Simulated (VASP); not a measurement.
# Sc (P6/mmm) in VASP: notebook

Runs on Sc. Level: PBE. Tasks: relaxation of cell and atoms.

All numbers are computed with VASP 6.6.1; they aren't measurements. Logs are shortened: lines on timing, memory, paths and dates and some standing lists are left out, and cuts for length are marked.

### Step 1. The cell of the first run

It takes space group P6/mmm (No. 191, hexagonal). Conventional cell: a = 2.651 Å, b = 2.651 Å, c = 2.446 Å, α = 90.00°, β = 90.00°, γ = 120.00°. Sc (site symmetry 6/mmm) has 8 Sc at 2.45 to 2.65 Å within 3.2 Å.

This isn't the form of Sc at room conditions, which is hcp.

### Step 2. Relaxation of cell and atoms, PBE, target pressure 51 GPa, at which the enthalpy is minimised

The input, INCAR:

```
  PREC = Accurate
  ENCUT = 500
  EDIFF = 1E-7
  ISMEAR = -1
  SIGMA = 0.05
  LREAL = False
  LASPH = True
  NELM = 120
  ALGO = Normal
  ISIF = 3
  LWAVE = False
  LCHARG = False
  GGA = PE
  IBRION = 2
  NSW = 32
  EDIFFG = -0.005
  PSTRESS = 510.0
  GGA_COMPAT = False
  NELMIN = 4
```

The input, KPOINTS:

```
Automatic mesh
0
Gamma
  16 16 15
```

The input, POSCAR:

```
Sc
1.0
    2.6510021446      0.0000000000      0.0000000000
   -1.3255010723      2.2958352027      0.0000000000
    0.0000000000      0.0000000000      2.4464646512
Sc
1
Direct
    0.0000000000      0.0000000000      0.0000000000
```

Potentials or basis: VASP PAW PBE potentials, release 64 (Sc_sv).

On the command line:

```sh
$ cat potpaw_PBE.64/Sc_sv/POTCAR > POTCAR
$ mpirun -np 1 vasp_std > vasp.out
```

OUTCAR:

```text
PREC = Accurate
   ENCUT = 500
   EDIFF = 1E-7
   ISMEAR = -1
   LREAL = False
   LASPH = True
   NELM = 120
   ISIF = 3
   GGA = PE
   IBRION = 2
   NSW = 32
   EDIFFG = -0.005
   PSTRESS = 510.0
   NELMIN = 4

 ion  position               nearest neighbor table
   1  0.000  0.000  0.000-

  LATTYP: Found a hexagonal cell.
 ALAT       =     2.6510021446
 C/A-ratio  =     0.9228452177

  Lattice vectors:

 A1 = (   2.6510021446,   0.0000000000,   0.0000000000)
 A2 = (  -1.3255010723,   2.2958352027,   0.0000000000)
 A3 = (   0.0000000000,   0.0000000000,   2.4464646512)

Analysis of symmetry for initial positions (statically):
=====================================================================
 Subroutine PRICEL returns:
 Original cell was already a primitive cell.

 Routine SETGRP: Setting up the symmetry group for a
 hexagonal supercell.

 Subroutine GETGRP returns: Found 24 space group operations
 (whereof 24 operations were pure point group operations)
 out of a pool of 24 trial point group operations.

The static configuration has the point symmetry D_6h.

Analysis of symmetry for dynamics (positions and initial velocities):
=====================================================================
 Subroutine PRICEL returns:
 Original cell was already a primitive cell.

 Routine SETGRP: Setting up the symmetry group for a
 hexagonal supercell.

 Subroutine GETGRP returns: Found 24 space group operations
 (whereof 24 operations were pure point group operations)
 out of a pool of 24 trial point group operations.

The dynamic configuration has the point symmetry D_6h.

 Subroutine INISYM returns: Found 24 space group operations
 (whereof 24 operations are pure point group operations),
 and found     1 'primitive' translations

----------------------------------------------------------------------------------------

                                     Primitive cell

  volume of cell :      14.8898

  direct lattice vectors                    reciprocal lattice vectors
     2.651002145  0.000000000  0.000000000     0.377215840  0.217785667  0.000000000
    -1.325501072  2.295835203  0.000000000     0.000000000  0.435571333  0.000000000
     0.000000000  0.000000000  2.446464651     0.000000000  0.000000000  0.408753096

  length of vectors
[... 92 lines left out ...]
   NUPDOWN=      -1.0000    fix difference up-down
   EMIN   =  10.00;   EMAX   =-10.00  energy-range for DOS
   EFERMI =   0.00;   METHOD = LEGACY
   ISMEAR =    -1;   SIGMA  =   0.05  broadening in eV -4-tet -1-fermi 0-gaus
   EFERMI_NEDOS =   21; number of points for ismear=-14 and -15
   IALGO  =     38    algorithm
   IMIX   =      4    mixing-type and parameters
     AMIX     =   0.40;   BMIX     =  1.00
     AMIX_MAG =   1.60;   BMIX_MAG =  1.00
  volume/ion in A,a.u.               =      14.89       100.48
  Fermi-wavevector in a.u.,A,eV,Ry     =   1.479934  2.796671 29.799562  2.190206
  Thomas-Fermi vector in A             =   2.594031
   LORBIT       =      0    0 simple, 1 ext, 2 COOP (PROOUT), +10 PAW based schemes
   GGA     = PE    functional components
   LHFCALC =     F    Hartree Fock is set to
   AEXX    =    0.0000 exact exchange contribution
   IVDW    =     0    specifies the selected vdW correction
   LEPSILON=     F    determine dielectric tensor
   LRPA    =     F    only Hartree local field effects (RPA)
 conjugate gradient relaxation of ions
 non-spin polarized calculation
  energy-cutoff  :      500.00
  volume of cell :       14.89
 maximum number of plane-waves:       393
 NGX is ok and might be reduce to    20
   NGX =  9   NGY =  9   NGZ =  9

--------------------------------------- Ionic step        1  -------------------------------------------

 number of electron      10.9999996 magnetization

 Free energy of the ion-electron system (eV)
  ---------------------------------------------------
  ext. energy  EPLUGINS =         0.00000000
  ---------------------------------------------------
  free energy    TOTEN  =        -4.66676615 eV

  energy without entropy =       -4.65541828  energy(sigma->0) =       -4.66109221

------------------------ aborting loop because EDIFF is reached ----------------------------------------

  FORCE on cell =-STRESS in cart. coord.  units (eV):
  Direction    XX          YY          ZZ          XY          YZ          ZX
  --------------------------------------------------------------------------------------
  -------------------------------------------------------------------------------------
  Total        4.7907795      4.7907795      4.8327824      0.0000000     -0.0000000      0.0000000
  in kB      515.4980591    515.4980591    520.0176532      0.0000000     -0.0000000      0.0000000
  external PRESSURE =       7.0045905 kB  Pullay stress =     510.0000000 kB
[... 61 lines left out ...]
--------------------------------------- Ionic step        3  -------------------------------------------

 number of electron      10.9999996 magnetization

 Free energy of the ion-electron system (eV)
  ---------------------------------------------------
  ext. energy  EPLUGINS =         0.00000000
  ---------------------------------------------------
  free energy    TOTEN  =        -4.68519483 eV

  energy without entropy =       -4.67375053  energy(sigma->0) =       -4.67947268

 E-fermi :   7.1128     XC(G=0): -12.0710

 val. band max:        7.1020365495   @ k =   0.3125   0.0625   0.4000
 cond. band min:       7.1133702419   @ k =   0.3125   0.1875   0.3333
 fundamental gap:      0.0113336924
 Fermi energy:         7.1128234437

 k-point     1 :       0.0000    0.0000    0.0000
  band No.  band energies     occupation
      1     -41.6908      2.00000
      2     -19.1648      2.00000
      3     -19.1648      2.00000
      4     -19.0710      2.00000
      5       1.8078      2.00000
      6       6.0533      2.00000
      7       9.2277      0.00000
      8       9.2277      0.00000
      9      13.8974      0.00000
[... 265 lines left out ...]
 k-point    24 :       0.2500    0.1875    0.0000
  band No.  band energies     occupation
      1     -41.3015      2.00000
      2     -20.7264      2.00000
      3     -19.8182      2.00000
      4     -18.8727      2.00000
      5       5.6991      2.00000
      6       6.7173      1.99927
      7       7.6566      0.00004
      8      11.6680      0.00000
      9      13.0143      0.00000

 [... further k-points ...]

------------------------ aborting loop because EDIFF is reached ----------------------------------------

  FORCE on cell =-STRESS in cart. coord.  units (eV):
  Direction    XX          YY          ZZ          XY          YZ          ZX
  --------------------------------------------------------------------------------------
  -------------------------------------------------------------------------------------
  Total        4.7542517      4.7542517      4.7618956      0.0000000      0.0000000      0.0000000
  in kB      509.6009492    509.6009492    510.4202797      0.0000000      0.0000000      0.0000000
  external PRESSURE =      -0.1259406 kB  Pullay stress =     510.0000000 kB
[... 20 lines left out ...]
  energy  without entropy=       -4.6737505309  energy(sigma->0) =       -4.67947268

  enthalpy is  TOTEN    =         0.0727797896 eV   P V=        4.7579746215

 reached required accuracy - stopping structural energy minimisation
```

OSZICAR:

```text
N       E                     dE             d eps       ncg     rms          rms(c)
DAV:   1     0.671267343143E+02    0.67127E+02   -0.54132E+03  4320   0.128E+03
DAV:   2    -0.367907045747E+01   -0.70806E+02   -0.69961E+02  4381   0.326E+02
DAV:   3    -0.501670809346E+01   -0.13376E+01   -0.12803E+01  5917   0.596E+01
DAV:   4    -0.504088053531E+01   -0.24172E-01   -0.23787E-01  6308   0.577E+00
[... 21 lines left out ...]
DAV:   4    -0.468519444141E+01    0.30546E-05   -0.30520E-05  5248   0.746E-02    0.109E-02
DAV:   5    -0.468519512104E+01   -0.67963E-06   -0.24399E-06  6411   0.226E-02    0.184E-03
DAV:   6    -0.468519495887E+01    0.16217E-06   -0.13737E-07  2623   0.772E-03    0.468E-04
DAV:   7    -0.468519484702E+01    0.11185E-06   -0.24739E-08  2292   0.232E-03    0.345E-04
DAV:   8    -0.468519483191E+01    0.15111E-07   -0.58366E-09  2236   0.163E-03
   3 F= 0.72779790E-01 E0= 0.78501940E-01  d E =-.137415E-03
```

It took 60 s on 1 thread of Oxide Virtual Turin-like, shared host; peak memory 0.12 GiB.

What came out:

* Free energy: -4.6852 eV
* Relaxed volume: 14.95 Å³/atom
* Relaxed cell: a = 2.654 Å, b = 2.654 Å, c = 2.451 Å, α = 90.00°, β = 90.00°, γ = 120.00°
* Space group after relaxing (to 0.1 Å): P6/mmm (No. 191)
* Energy change on relaxing (the run minimises the enthalpy): -18.4 meV/atom
* Ionic steps: 3
* Pressure after relaxing: 51.0 GPa
* Band gap on the k mesh: zero (an odd number of electrons rules out a gap without spin polarisation)

Stress tensor (GPa, compression positive):
```
50.96  0.00  0.00
 0.00 50.96  0.00
 0.00  0.00 51.04
```

The path:
```csv
step,energy change (eV),largest force (eV/Å),pressure (GPa),volume (Å³)
1,0.0000,0.0000,51.70,14.89
2,-0.0446,0.0000,50.00,15.03
3,-0.0184,0.0000,50.99,14.95
```

Final structure:
```xyz
1
Lattice="2.6537 0.0000 0.0000 -1.3268 2.2982 0.0000 0.0000 0.0000 2.4510" Properties=species:S:1:pos:R:3 pbc="T T T"
Sc    0.0000    0.0000    0.0000
```

Levels at points of the mesh, in eV from the Fermi level:
```csv
k point,band 4,band 5,band 6,band 7,band 8,band 9
"(0.00, 0.00, 0.00)",-26.18,-5.31,-1.06,2.11,2.11,6.78
"(0.50, 0.00, 0.00)",-25.96,-2.53,0.16,2.08,4.00,6.23
```

Caveat: the cell is relaxed towards a set pressure, so the run minimises the enthalpy, not the energy.

### Step 3. Relaxation of cell and atoms, PBE, target pressure 51 GPa, at which the enthalpy is minimised

This run uses another cell than the first one, of 15.47 Å³/atom.

The input, INCAR:

```
  ALGO = Normal
  EDIFF = 1E-7
  EDIFFG = -0.005
  ENCUT = 500
  GGA = PE
  GGA_COMPAT = False
  IBRION = 2
  ISIF = 3
  ISMEAR = -1
  LASPH = True
  LCHARG = False
  LREAL = False
  LWAVE = False
  NELM = 120
  NELMIN = 4
  NSW = 60
  PREC = Accurate
  PSTRESS = 510.0
  SIGMA = 0.05
```

The input, KPOINTS:

```
k-points
0
Gamma
  16 16 15
```

The input, POSCAR:

```
Sc
1.0
    2.6687066620      0.0000000000      0.0000000000
   -1.3343533310      2.3111677645      0.0000000000
    0.0000000000      0.0000000000      2.5085842622
Sc
1
Direct
    0.0000000000      0.0000000000      0.0000000000
```

Potentials or basis: VASP PAW PBE potentials, release 64 (Sc_sv).

On the command line:

```sh
$ cat potpaw_PBE.64/Sc_sv/POTCAR > POTCAR
$ mpirun -np 1 vasp_std > vasp.out
```

OUTCAR:

```text
EDIFF = 1E-7
   EDIFFG = -0.005
   ENCUT = 500
   GGA = PE
   IBRION = 2
   ISIF = 3
   ISMEAR = -1
   LASPH = True
   LREAL = False
   NELM = 120
   NELMIN = 4
   NSW = 60
   PREC = Accurate
   PSTRESS = 510.0

 ion  position               nearest neighbor table
   1  0.000  0.000  0.000-

  LATTYP: Found a hexagonal cell.
 ALAT       =     2.6687066620
 C/A-ratio  =     0.9400000000

  Lattice vectors:

 A1 = (   2.6687066620,   0.0000000000,   0.0000000000)
 A2 = (  -1.3343533310,   2.3111677645,   0.0000000000)
 A3 = (   0.0000000000,   0.0000000000,   2.5085842622)

Analysis of symmetry for initial positions (statically):
=====================================================================
 Subroutine PRICEL returns:
 Original cell was already a primitive cell.

 Routine SETGRP: Setting up the symmetry group for a
 hexagonal supercell.

 Subroutine GETGRP returns: Found 24 space group operations
 (whereof 24 operations were pure point group operations)
 out of a pool of 24 trial point group operations.
[... 169 lines left out ...]
  -------------------------------------------------------------------------------------
  Total        4.5055171      4.5055171      3.9957461      0.0000000     -0.0000000      0.0000000
  in kB      466.5457359    466.5457359    413.7590125      0.0000000     -0.0000000      0.0000000
  external PRESSURE =     -61.0498386 kB  Pullay stress =     510.0000000 kB
[... 283 lines left out ...]
--------------------------------------- Ionic step        9  -------------------------------------------

 number of electron      10.9999996 magnetization

 Free energy of the ion-electron system (eV)
  ---------------------------------------------------
  ext. energy  EPLUGINS =         0.00000000
  ---------------------------------------------------
  free energy    TOTEN  =        -4.68499832 eV

  energy without entropy =       -4.67356169  energy(sigma->0) =       -4.67928001

 E-fermi :   7.1139     XC(G=0): -12.0716

 val. band max:        7.1010318227   @ k =   0.3125   0.0625   0.4000
 cond. band min:       7.1145341065   @ k =   0.3125   0.1875   0.3333
 fundamental gap:      0.0135022839
 Fermi energy:         7.1138913891

 k-point     1 :       0.0000    0.0000    0.0000
  band No.  band energies     occupation
      1     -41.6893      2.00000
      2     -19.1620      2.00000
      3     -19.1620      2.00000
      4     -19.0715      2.00000
      5       1.8093      2.00000
      6       6.0542      2.00000
      7       9.2299      0.00000
      8       9.2299      0.00000
      9      13.8983      0.00000
[... 265 lines left out ...]
 k-point    24 :       0.2500    0.1875    0.0000
  band No.  band energies     occupation
      1     -41.2993      2.00000
      2     -20.7257      2.00000
      3     -19.8163      2.00000
      4     -18.8727      2.00000
      5       5.7013      2.00000
      6       6.7192      1.99925
      7       7.6606      0.00004
      8      11.6649      0.00000
      9      13.0135      0.00000

 [... further k-points ...]

------------------------ aborting loop because EDIFF is reached ----------------------------------------

  FORCE on cell =-STRESS in cart. coord.  units (eV):
  Direction    XX          YY          ZZ          XY          YZ          ZX
  --------------------------------------------------------------------------------------
  -------------------------------------------------------------------------------------
  Total        4.7591046      4.7591046      4.7564610      0.0000000     -0.0000000      0.0000000
  in kB      510.1891526    510.1891526    509.9057604      0.0000000     -0.0000000      0.0000000
  external PRESSURE =       0.0946886 kB  Pullay stress =     510.0000000 kB
[... 20 lines left out ...]
  energy  without entropy=       -4.6735616888  energy(sigma->0) =       -4.67928001

  enthalpy is  TOTEN    =         0.0723418046 eV   P V=        4.7573401265

 reached required accuracy - stopping structural energy minimisation
```

CONTCAR:

```text
Sc
   1.00000000000000
     2.6531581824091957   -0.0000000000000000    0.0000000000000000
    -1.3265790912045978    2.2977023861471149   -0.0000000000000000
    -0.0000000000000000    0.0000000000000000    2.4515891460624957
  Sc
     1
Direct
     0.0000000000000000    0.0000000000000000    1.0000000000000000

  0.00000000E+00  0.00000000E+00  0.00000000E+00
```

Run time: 2.1 min. Hardware: 1 thread of Oxide Virtual Turin-like, shared host; peak memory 0.11 GiB.

Results:

* Free energy: -4.6850 eV
* Relaxed volume: 14.95 Å³/atom
* Relaxed cell: a = 2.653 Å, b = 2.653 Å, c = 2.452 Å, α = 90.00°, β = 90.00°, γ = 120.00°
* Space group after relaxing (to 0.1 Å): P6/mmm (No. 191)
* Energy change on relaxing (the run minimises the enthalpy): +154.4 meV/atom
* Ionic steps: 9
* Pressure after relaxing: 51.0 GPa
* Band gap on the k mesh: zero (an odd number of electrons rules out a gap without spin polarisation)

The path:
| step | energy change (eV) | largest force (eV/Å) | pressure (GPa) | volume (Å³) |
| --- | --- | --- | --- | --- |
| 1 | 0.0000 | 0.0000 | 44.90 | 15.47 |
| 2 | 0.4205 | 0.0000 | 61.23 | 14.19 |
| 3 | 0.1642 | 0.0000 | 51.22 | 14.92 |
| 4 | 0.1677 | 0.0000 | 51.36 | 14.90 |
| 5 | 0.1544 | 0.0000 | 51.03 | 14.95 |
| 6 | 0.1559 | 0.0000 | 51.05 | 14.94 |
| 7 | 0.1561 | 0.0000 | 51.07 | 14.94 |
| 8 | 0.1525 | 0.0000 | 50.93 | 14.95 |
| 9 | 0.1544 | 0.0000 | 51.01 | 14.95 |

Final structure:
```xyz
1
Lattice="2.6532 0.0000 0.0000 -1.3266 2.2977 0.0000 0.0000 0.0000 2.4516" Properties=species:S:1:pos:R:3 pbc="T T T"
Sc    0.0000    0.0000    2.4516
```

Caveat: the cell is relaxed towards a set pressure, so the run minimises the enthalpy, not the energy.
